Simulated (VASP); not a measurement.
Input of a VASP 6.6.1 run:

The input INCAR:

```
  PREC = Accurate
  ENCUT = 520
  EDIFF = 1E-6
  ISMEAR = 0
  SIGMA = 0.1
  LREAL = F
  LASPH = T
  NELM = 80
  ALGO = Normal
  ISIF = 2
  LWAVE = F
  LCHARG = F
  GGA = PE
  NBANDS = 27
```

The input KPOINTS:

```
Automatic mesh
0
Gamma
  4 4 4
```

File POSCAR:

```
Ta3BeAl
1.0
    4.0989548929      0.0000000000      0.0000000000
    0.0000000000      4.0989548929      0.0000000000
    0.0000000000      0.0000000000      4.0989548929
Ta Be Al
3 1 1
Direct
    0.0000000000      0.5000000000      0.5000000000
    0.5000000000      0.0000000000      0.5000000000
    0.5000000000      0.5000000000      0.0000000000
    0.0000000000      0.0000000000      0.0000000000
    0.5000000000      0.5000000000      0.5000000000
```

Potentials or basis: VASP PAW PBE potentials, release 64 (Ta_pv, Be, Al).

Run with:

```console
$ cat potpaw_PBE.64/Ta_pv/POTCAR potpaw_PBE.64/Be/POTCAR potpaw_PBE.64/Al/POTCAR > POTCAR
$ mpirun -np 1 vasp_std > vasp.out
```

(1) Predict the band gap on the k mesh.

(2) Predict the pressure.

Results:

(1) zero (band 19 reaches 7.83 eV, above the bottom of band 20 at 6.72 eV).

(2) 90.7 GPa.

Caveat: the k points lie up to 0.38 Å⁻¹ apart; spin-orbit coupling is left out, which moves the levels of the heavy elements.
